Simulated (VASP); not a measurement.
## K: relaxation of cell and atoms with PBE

The system is K.

```
K
1.0
     7.44111    0.00000    0.00000
    -3.72056    6.44419    0.00000
     0.00000    0.00000    4.61349
K
3
Direct
  0.00000 0.00000 0.00000
  0.33333 0.66667 0.50000
  0.66667 0.33333 0.50000
```

This isn't the form of K at room conditions, which is bcc.

```json
{"Program": "VASP 6.6.1", "Task": "relaxation of cell and atoms", "Functional": "PBE", "Potentials or basis": "VASP PAW PBE potentials, release 64 (K_sv)", "Cutoff": "600 eV", "k mesh": "5 × 5 × 7", "Occupations": "fermi-dirac, width 0.1 eV", "Spin": "no spin polarisation", "Dipole correction": "no", "Further INCAR settings": "ALGO = Normal; EDIFF = 1e-07; IBRION = 2; EDIFFG = -0.005; NSW = 60; ISIF = 3"}
```

```yaml
Relaxed_volume: 74.38 Å³/atom
Relaxed_cell: a = 7.563 Å, b = 7.563 Å, c = 4.504 Å, α = 90.00°, β = 90.00°, γ = 120.00°
Space_group_after_relaxing_to_0.1_Å: P6/mmm (No. 191)
Energy_gained_by_relaxing: 1.9 meV/atom
Ionic_steps: 7
Pressure_after_relaxing: 0.0 GPa
Band_gap_on_the_k_mesh: zero (an odd number of electrons rules out a gap without spin polarisation)
```

Step by step:
```
step  energy change (eV)  largest force (eV/Å)  pressure (GPa)  volume (Å³)
   1              0.0000                0.0000            0.04       221.23
   2             -0.0017                0.0000            0.03       221.77
   3             -0.0049                0.0000            0.00       223.36
   4             -0.0031                0.0000           -0.05       226.41
   5             -0.0055                0.0000           -0.02       224.39
   6             -0.0056                0.0000           -0.01       223.80
   7             -0.0056                0.0000            0.00       223.13
```

Final structure:
```
CELL_PARAMETERS angstrom
7.56314 0.00000 0.00000
-3.78157 6.54987 0.00000
0.00000 0.00000 4.50434
ATOMIC_POSITIONS crystal
K 0.00000 0.00000 0.00000
K 0.33333 0.66667 0.50000
K 0.66667 0.33333 0.50000
```

Levels at points of the mesh, in eV from the Fermi level:
| k point | band 11 | band 12 | band 13 | band 14 | band 15 | band 16 |
| --- | --- | --- | --- | --- | --- | --- |
| (0.00, 0.00, 0.00) | -15.55 | -15.53 | -2.12 | 1.16 | 1.16 | 1.17 |

Wall time 3.6 min on 1 thread of Intel(R) Xeon(R) 6975P-C (Granite Rapids), with other jobs on the host, peak memory 0.41 GiB.
